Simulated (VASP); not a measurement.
**CdS: relaxation of cell and atoms with r2SCAN+D4**

CdS:

```
Cd S
1.0
     0.00000    2.75324    2.75324
     2.75324    0.00000    2.75324
     2.75324    2.75324    0.00000
Cd S
1 1
Direct
  0.00000 0.00000 0.00000
  0.50000 0.50000 0.50000
```

```json
{
  "Program": "VASP 6.6.1",
  "Task": "relaxation of cell and atoms",
  "Functional": "r2SCAN",
  "Dispersion": "D4",
  "Potentials or basis": "VASP PAW PBE potentials, release 64 (Cd, S)",
  "Cutoff": "600 eV",
  "k mesh": "6 × 6 × 6",
  "Occupations": "fermi-dirac, width 0.01 eV",
  "Spin": "no spin polarisation",
  "Dipole correction": "no",
  "Further INCAR settings": "ALGO = Normal; EDIFF = 1e-07; IBRION = 2; EDIFFG = -0.01; NSW = 80; ISIF = 3"
}
```

The relaxed volume is 20.14 Å³/atom, the relaxed cell is a = 3.847 Å, b = 3.847 Å, c = 3.847 Å, α = 60.00°, β = 60.00°, γ = 60.00° and the space group after relaxing (to 0.05 Å) is Fm-3m (No. 225). The energy gained by relaxing is 6.7 meV/atom, the ionic steps are 3 and the pressure after relaxing is 0.0 GPa. The band gap on the k mesh is 0.73 eV, indirect (least direct gap 2.40 eV). The dispersion energy per atom is -0.142 eV.

The path:
```csv
step,energy change (eV),largest force (eV/Å),pressure (GPa),volume (Å³)
1,0.0000,0.0000,-2.81,41.74
2,-0.0100,0.0000,1.58,39.57
3,-0.0134,0.0000,0.01,40.27
```

Final structure:
```
CELL_PARAMETERS angstrom
0.00000 2.72054 2.72054
2.72054 0.00000 2.72054
2.72054 2.72054 0.00000
ATOMIC_POSITIONS crystal
Cd 0.00000 0.00000 0.00000
S 0.50000 0.50000 0.50000
```

Levels at points of the mesh, in eV from the valence-band top:
```tsv
k point	band 5	band 6	band 7	band 8	band 9	band 10	band 11	band 12	band 13
(0.00, 0.00, 0.00)	-7.88	-7.88	-0.78	-0.78	-0.78	1.62	9.73	9.73	9.73
(0.50, 0.00, 0.00)	-7.67	-7.67	-4.96	0.00	0.00	4.05	6.45	6.45	7.66
(0.50, 0.50, 0.00)	-7.60	-6.85	-4.40	-2.23	-2.23	0.73	6.41	10.83	12.34
```

It took 2 min on 1 thread of Intel(R) Xeon(R) Platinum 8259CL CPU @ 2.50GHz (Skylake/Cascade Lake), with other jobs on the host, peak memory 0.2 GiB.

Caveat: the PAW data sets were made with another functional, which shifts forces and pressure a little. r2SCAN opens gaps a little over a GGA but as a rule still falls short of measured ones.
